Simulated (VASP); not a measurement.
A run of VASP 6.6.1:

The input POSCAR:

```
Li
1.0
    3.0899013802      0.0000000000      0.0000000000
   -1.5449506901      2.6759330904      0.0000000000
    0.0000000000      0.0000000000      5.0737280642
Li
2
Direct
    0.3333333333      0.6666666667      0.7500000000
    0.6666666667      0.3333333333      0.2500000000
```

The input INCAR.step1:

```
SYSTEM = Li
PREC = Accurate
ENCUT = 520
ISMEAR = 0
SIGMA = 0.05
LREAL = .FALSE.
LASPH = .TRUE.
NELM = 80
NBANDS = 10
GGA = PE
ALGO = Normal
EDIFF = 1E-4
LWAVE = .TRUE.
LCHARG = .FALSE.
```

Contents of INCAR.step2:

```
SYSTEM = Li
PREC = Accurate
ENCUT = 520
EDIFF = 1E-6
ISMEAR = 0
SIGMA = 0.05
LREAL = .FALSE.
LASPH = .TRUE.
NELM = 80
ALGO = Normal
ISIF = 2
LWAVE = .FALSE.
LCHARG = .FALSE.
METAGGA = R2SCAN
LMIXTAU = .TRUE.
NBANDS = 10
ISTART = 1
```

KPOINTS

```
Automatic mesh
0
G
  16 16 8
  0 0 0
```

Potentials or basis: VASP PAW PBE potentials, release 64 (Li_sv).

Command:

```bash
$ cat potpaw_PBE.64/Li_sv/POTCAR > POTCAR
$ cp INCAR.step1 INCAR
$ mpirun -np 1 vasp_std > vasp.out
$ cp INCAR.step2 INCAR
$ mpirun -np 1 vasp_std > vasp.out
```

Hardware: 1 thread of Intel Xeon 6975P-C, on a shared host.

Q: Estimate the wall time of this run.

A: Wall time 2.8 min on 1 thread of Intel Xeon 6975P-C (shared host), peak memory 0.19 GiB. Counts: k points 150.
